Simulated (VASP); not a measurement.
# SrTiO3 (P4mm) in VASP: further runs

Runs on SrTiO3. Level: PBE. Tasks: single point.

Program: VASP 6.6.1. These are calculated values, not measurements. Logs are shortened: lines on timing, memory, paths and dates and some standing lists are left out, and cuts for length are marked.

## 1. The cell of the first run

The structure is tetragonal, space group P4mm (No. 99). The conventional cell has a = 3.936 Å, b = 3.936 Å, c = 3.936 Å, α = 90.00°, β = 90.00°, γ = 90.00°. Sr (site symmetry 4mm) has 12 O at 2.58 to 3.00 Å and 4 Ti at 3.18 Å within 3.4 Å. Ti (site symmetry 4mm) has 6 O at 1.79 to 2.15 Å within 2.4 Å. O (site symmetry 4mm) has 2 Ti at 1.79 to 2.15 Å within 2.4 Å. O (site symmetry 2mm) has 2 Ti at 1.97 Å and 2 Sr at 2.58 Å within 2.6 Å.

## 2. Single point, PBE (mode 1 frozen in at -0.019 Å and mode 7 at -0.230 Å (largest displacements))

Contents of INCAR:

```
SYSTEM = SrTiO3
  PREC = Accurate
  ENCUT = 520
  EDIFF = 1E-6
  ISMEAR = 0
  SIGMA = 0.05
  LREAL = .FALSE.
  LASPH = .TRUE.
  NELM = 60
  ALGO = Normal
  ISIF = 2
  LWAVE = .FALSE.
  LCHARG = .TRUE.
  GGA = PE
  LELF = .TRUE.
  LVHAR = .TRUE.
  NBANDS = 28
```

Contents of KPOINTS:

```
Automatic mesh
0
G
  8 8 8
  0 0 0
```

Contents of POSCAR:

```
SrTiO3
1.0
    3.9364094381      0.0000000000      0.0000000000
    0.0000000000      3.9364094381      0.0000000000
    0.0000000000      0.0000000000      3.9364094381
Sr Ti O
1 1 3
Direct
   -0.0472786463      0.0000000000      0.0000000000
    0.5617574197      0.5000000000      0.5000000000
    0.0154510240      0.5000000000      0.5000000000
    0.5293521985      0.0000000000      0.5000000000
    0.5293521985      0.5000000000      0.0000000000
```

Potentials or basis: VASP PAW PBE potentials, release 64 (Sr_sv, Ti_sv, O).

On the command line:

```sh
cat potpaw_PBE.64/Sr_sv/POTCAR potpaw_PBE.64/Ti_sv/POTCAR potpaw_PBE.64/O/POTCAR > POTCAR
mpirun -np 1 vasp_std > vasp.out
```

OUTCAR:

```text
SYSTEM = SrTiO3
   PREC = Accurate
   ENCUT = 520
   EDIFF = 1E-6
   ISMEAR = 0
   LREAL = .FALSE.
   LASPH = .TRUE.
   NELM = 60
   ISIF = 2
   GGA = PE

 ion  position               nearest neighbor table
   1  0.953  0.000  0.000-   4 2.58   5 2.58   4 2.58   5 2.58   3 2.79   3 2.79   3 2.79   3 2.79
                             4 3.00   5 3.00   4 3.00   5 3.00   2 3.18   2 3.18   2 3.18   2 3.18
   2  0.562  0.500  0.500-   3 1.79   4 1.97   5 1.97   5 1.97   4 1.97   3 2.15   1 3.18   1 3.18
                             1 3.18   1 3.18   1 3.67   1 3.67   1 3.67   1 3.67
   3  0.015  0.500  0.500-   2 1.79   2 2.15   1 2.79   1 2.79   1 2.79   1 2.79
   4  0.529  0.000  0.500-   2 1.97   2 1.97   1 2.58   1 2.58   1 3.00   1 3.00
   5  0.529  0.500  0.000-   2 1.97   2 1.97   1 2.58   1 2.58   1 3.00   1 3.00

  LATTYP: Found a simple cubic cell.
 ALAT       =     3.9364094381

  Lattice vectors:

 A1 = (   3.9364094381,   0.0000000000,   0.0000000000)
 A2 = (   0.0000000000,   3.9364094381,   0.0000000000)
 A3 = (   0.0000000000,   0.0000000000,   3.9364094381)

Analysis of symmetry for initial positions (statically):
=====================================================================
 Subroutine PRICEL returns:
 Original cell was already a primitive cell.

 Routine SETGRP: Setting up the symmetry group for a
 simple cubic supercell.

 Subroutine GETGRP returns: Found  8 space group operations
 (whereof  8 operations were pure point group operations)
 out of a pool of 48 trial point group operations.

The static configuration has the point symmetry C_4v.

Analysis of symmetry for dynamics (positions and initial velocities):
=====================================================================
 Subroutine PRICEL returns:
 Original cell was already a primitive cell.

 Routine SETGRP: Setting up the symmetry group for a
 simple cubic supercell.

 Subroutine GETGRP returns: Found  8 space group operations
 (whereof  8 operations were pure point group operations)
 out of a pool of 48 trial point group operations.

The dynamic configuration has the point symmetry C_4v.

 Subroutine INISYM returns: Found  8 space group operations
 (whereof  8 operations are pure point group operations),
 and found     1 'primitive' translations

----------------------------------------------------------------------------------------

                                     Primitive cell

  volume of cell :      60.9959

  direct lattice vectors                    reciprocal lattice vectors
     3.936409438  0.000000000  0.000000000     0.254038615  0.000000000  0.000000000
     0.000000000  3.936409438  0.000000000     0.000000000  0.254038615  0.000000000
     0.000000000  0.000000000  3.936409438     0.000000000  0.000000000  0.254038615

  length of vectors
     3.936409438  3.936409438  3.936409438     0.254038615  0.254038615  0.254038615

  position of ions in fractional coordinates (direct lattice)
     0.952721354  0.000000000  0.000000000
     0.561757420  0.500000000  0.500000000
     0.015451024  0.500000000  0.500000000
     0.529352198  0.000000000  0.500000000
     0.529352198  0.500000000  0.000000000

  ion indices of the primitive-cell ions
   primitive index   ion index
                 1           1
                 2           2
                 3           3
                 4           4
                 5           5

----------------------------------------------------------------------------------------

 KPOINTS: Automatic mesh

Automatic generation of k-mesh.
 Grid dimensions read from file:
 generate k-points for:    8    8    8

 Generating k-lattice:

  Cartesian coordinates                     Fractional coordinates (reciprocal lattice)
     0.031754827  0.000000000  0.000000000     0.125000000  0.000000000  0.000000000
     0.000000000  0.031754827  0.000000000     0.000000000  0.125000000  0.000000000
     0.000000000  0.000000000  0.031754827     0.000000000  0.000000000  0.125000000

  Length of vectors
     0.031754827  0.031754827  0.031754827

  Shift w.r.t. Gamma in fractional coordinates (k-lattice)
     0.000000000  0.000000000  0.000000000

 Subroutine IBZKPT returns following result:
 ===========================================

 Found     75 irreducible k-points:

 Following reciprocal coordinates:
            Coordinates               Weight
  0.000000  0.000000  0.000000      1.000000
  0.125000  0.000000  0.000000      2.000000
  0.000000  0.125000  0.000000      4.000000
  0.250000  0.000000  0.000000      2.000000
  0.000000  0.250000  0.000000      4.000000
  0.375000  0.000000  0.000000      2.000000
[... 16 lines left out ...]
  0.375000  0.250000  0.000000      8.000000
  0.000000  0.375000  0.250000      8.000000
 [... further k-points ...]
   k-points           NKPTS =     75   k-points in BZ     NKDIM =     75   number of bands    NBANDS=     28
   number of dos      NEDOS =    301   number of ions     NIONS =      5
   total plane-waves  NPLWV =  27000
   dimension x,y,z NGX =    30 NGY =   30 NGZ =   30
   dimension x,y,z NGXF=    60 NGYF=   60 NGZF=   60
   ions per type =               1   1   3
   NGX,Y,Z   is equivalent  to a cutoff of  12.67, 12.67, 12.67 a.u.
   NGXF,Y,Z  is equivalent  to a cutoff of  25.34, 25.34, 25.34 a.u.
 SYSTEM =  SrTiO3
   PREC   = accura    normal or accurate (medium, high low for compatibility)
   ISTART =      0    job   : 0-new  1-cont  2-samecut
   ICHARG =      2    charge: 1-file 2-atom 10-const
   ISPIN  =      1    spin polarized calculation?
   LNONCOLLINEAR =      F non collinear calculations
   LSORBIT =      F    spin-orbit coupling
   LASPH  =      T    aspherical Exc in radial PAW
   ENCUT  =  520.0 eV  38.22 Ry    6.18 a.u.   7.32  7.32  7.32*2*pi/ulx,y,z
   NELM   =     60;   NELMIN=  2; NELMDL= -5     # of ELM steps
   EDIFF  = 0.1E-05   stopping-criterion for ELM
   LREAL  =      F    real-space projection
   EDIFFG = 0.1E-04   stopping-criterion for IOM
   NSW    =      0    number of steps for IOM
   IBRION =     -1    ionic relax: 0-MD 1-quasi-New 2-CG
   NFREE  =      0    steps in history (QN), initial steepest desc. (CG)
   ISIF   =      2    stress and relaxation
   ISYM   =      2    0-nonsym 1-usesym 2-fastsym
   POTIM  = 0.5000    time-step for ionic-motion
   TEBEG  =    0.0;   TEEND  =   0.0 temperature during run
   PSTRESS=    0.0 pullay stress
   NELECT =      40.0000    total number of electrons
   NUPDOWN=      -1.0000    fix difference up-down
   EMIN   =  10.00;   EMAX   =-10.00  energy-range for DOS
   EFERMI =   0.00;   METHOD = LEGACY
   ISMEAR =     0;   SIGMA  =   0.05  broadening in eV -4-tet -1-fermi 0-gaus
   EFERMI_NEDOS =   21; number of points for ismear=-14 and -15
   IALGO  =     38    algorithm
   IMIX   =      4    mixing-type and parameters
     AMIX     =   0.40;   BMIX     =  1.00
     AMIX_MAG =   1.60;   BMIX_MAG =  1.00
  volume/ion in A,a.u.               =      12.20        82.32
  Fermi-wavevector in a.u.,A,eV,Ry     =   1.422311  2.687778 27.524158  2.022969
  Thomas-Fermi vector in A             =   2.543028
   LORBIT       =      0    0 simple, 1 ext, 2 COOP (PROOUT), +10 PAW based schemes
   GGA     = PE    functional components
   LHFCALC =     F    Hartree Fock is set to
   AEXX    =    0.0000 exact exchange contribution
   IVDW    =     0    specifies the selected vdW correction
   LEPSILON=     F    determine dielectric tensor
   LRPA    =     F    only Hartree local field effects (RPA)
 non-spin polarized calculation
 Gauss-broadening in eV      SIGMA  =   0.05
  energy-cutoff  :      520.00
  volume of cell :       61.00
 maximum number of plane-waves:      1671
 NGX is ok and might be reduce to    30
   NGX = 15   NGY = 15   NGZ = 15

 number of electron      39.9999995 magnetization

 Free energy of the ion-electron system (eV)
  ---------------------------------------------------
  ext. energy  EPLUGINS =         0.00000000
  ---------------------------------------------------
  free energy    TOTEN  =       -39.80092989 eV

  energy without entropy =      -39.80092989  energy(sigma->0) =      -39.80092989

 E-fermi :   4.2288     XC(G=0): -11.0995

 val. band max:        3.8435413054   @ k =   0.5000   0.5000   0.5000
 cond. band min:       5.7559434632   @ k =   0.0000   0.0000   0.0000
 fundamental gap:      1.9124021578
 Fermi energy:         4.2287682778

 k-point     1 :       0.0000    0.0000    0.0000
  band No.  band energies     occupation
      1     -52.4445      2.00000
      2     -28.8835      2.00000
      3     -28.7376      2.00000
      4     -28.6865      2.00000
      5     -28.6865      2.00000
      6     -13.4653      2.00000
[... 20 lines left out ...]
     27       9.6193      0.00000
     28       9.9217      0.00000

 k-point     2 :       0.1250    0.0000    0.0000
  band No.  band energies     occupation
      1     -52.4444      2.00000
      2     -28.8927      2.00000
      3     -28.7349      2.00000
      4     -28.6862      2.00000
      5     -28.6862      2.00000
      6     -13.4655      2.00000
[... 20 lines left out ...]
     27       9.8794      0.00000
     28      10.3241      0.00000

 k-point     3 :       0.0000    0.1250    0.0000
  band No.  band energies     occupation
      1     -52.4444      2.00000
      2     -28.8874      2.00000
      3     -28.7505      2.00000
      4     -28.6861      2.00000
      5     -28.6756      2.00000
      6     -13.4755      2.00000
[... 20 lines left out ...]
     27       9.8599      0.00000
     28      10.2753      0.00000

 k-point     4 :       0.2500    0.0000    0.0000
  band No.  band energies     occupation
      1     -52.4439      2.00000
      2     -28.9150      2.00000
      3     -28.7281      2.00000
      4     -28.6852      2.00000
      5     -28.6852      2.00000
      6     -13.5102      2.00000
[... 578 lines left out ...]
     27      11.2246      0.00000
     28      11.6616      0.00000

 k-point    23 :       0.3750    0.2500    0.0000
  band No.  band energies     occupation
      1     -52.4427      2.00000
      2     -28.9132      2.00000
      3     -28.7805      2.00000
      4     -28.6829      2.00000
      5     -28.6713      2.00000
      6     -13.3560      2.00000
[... 20 lines left out ...]
     27      11.8169      0.00000
     28      12.4837      0.00000

 k-point    24 :       0.0000    0.3750    0.2500
  band No.  band energies     occupation
      1     -52.4427      2.00000
      2     -28.8830      2.00000
      3     -28.7705      2.00000
      4     -28.7218      2.00000
      5     -28.6721      2.00000
      6     -13.3915      2.00000
[... 20 lines left out ...]
     27      11.8578      0.00000
     28      12.0222      0.00000

 [... further k-points ...]
[... 5 lines left out ...]
  --------------------------------------------------------------------------------------
  -------------------------------------------------------------------------------------
  Total        3.1408350      1.6990119      1.6990119      0.0000000      0.0000000      0.0000000
  in kB       82.5001840     44.6278746     44.6278746      0.0000000      0.0000000      0.0000000
  external PRESSURE =      57.2519777 kB  Pullay stress =       0.0000000 kB

 VOLUME and BASIS-vectors are now :
 -----------------------------------------------------------------------------
  energy-cutoff  :      520.00
  volume of cell :       61.00
      direct lattice vectors                 reciprocal lattice vectors
     3.936409438  0.000000000  0.000000000     0.254038615  0.000000000  0.000000000
     0.000000000  3.936409438  0.000000000     0.000000000  0.254038615  0.000000000
     0.000000000  0.000000000  3.936409438     0.000000000  0.000000000  0.254038615

 POSITION                                       TOTAL-FORCE (eV/Angst)
 -----------------------------------------------------------------------------------
      3.75030      0.00000      0.00000         1.395879      0.000000     -0.000000
      2.21131      1.96820      1.96820        -1.810238      0.000000      0.000000
      0.06082      1.96820      1.96820         0.754095     -0.000000     -0.000000
      2.08375      0.00000      1.96820        -0.169868      0.000000      0.000000
      2.08375      1.96820      0.00000        -0.169868     -0.000000     -0.000000
 -----------------------------------------------------------------------------------
    total drift:                               -0.001097      0.000000     -0.000005

  FREE ENERGIE OF THE ION-ELECTRON SYSTEM (eV)
  ---------------------------------------------------
  free  energy   TOTEN  =       -39.8009298867 eV

  energy  without entropy=      -39.8009298867  energy(sigma->0) =      -39.80092989
```

Run time: 85 s. Hardware: 1 thread of Intel Xeon Platinum 8488C (Sapphire Rapids), shared host; peak memory 0.26 GiB.

Results:

- Free energy: -39.8009 eV
- Pressure: 5.7 GPa
- Largest force: 1.810 eV/Å
- Band gap on the k mesh: 1.91 eV, indirect (least direct gap 2.38 eV)

Forces in eV/Å, atoms in the order of the input:
```
Sr   1.396  0.000  0.000
Ti  -1.810  0.000  0.000
O    0.754  0.000  0.000
O   -0.170  0.000  0.000
O   -0.170  0.000  0.000
```

Levels at points of the mesh, in eV from the valence-band top:
```tsv
k point	band 16	band 17	band 18	band 19	band 20	band 21	band 22	band 23	band 24	band 25
(0.00, 0.00, 0.00)	-1.40	-1.11	-0.60	-0.47	-0.47	1.91	2.44	2.44	4.39	4.73
(0.50, 0.00, 0.00)	-2.31	-2.24	-1.84	-0.67	-0.67	2.06	4.02	4.02	4.39	6.59
(0.00, 0.50, 0.00)	-2.31	-2.20	-1.39	-1.03	-0.80	2.61	3.81	3.93	4.61	6.40
(0.50, 0.50, 0.00)	-2.64	-1.68	-1.43	-1.37	-0.07	3.81	4.06	4.42	5.35	7.82
(0.00, 0.50, 0.50)	-2.53	-1.74	-1.74	-1.67	-0.08	3.98	3.98	4.21	5.35	7.74
(0.50, 0.50, 0.50)	-3.63	-3.45	-0.03	-0.03	0.00	4.43	4.53	4.53	6.76	7.18
```

Caveat: the cell differs from its parent crystal (mode 1 frozen in at -0.019 Å and mode 7 at -0.230 Å (largest displacements)); forces of over 1 eV/Å act on the atoms, so gaps and moduli don't describe the material at rest. A k mesh can miss the band edges.

[end of part 1 of 3]
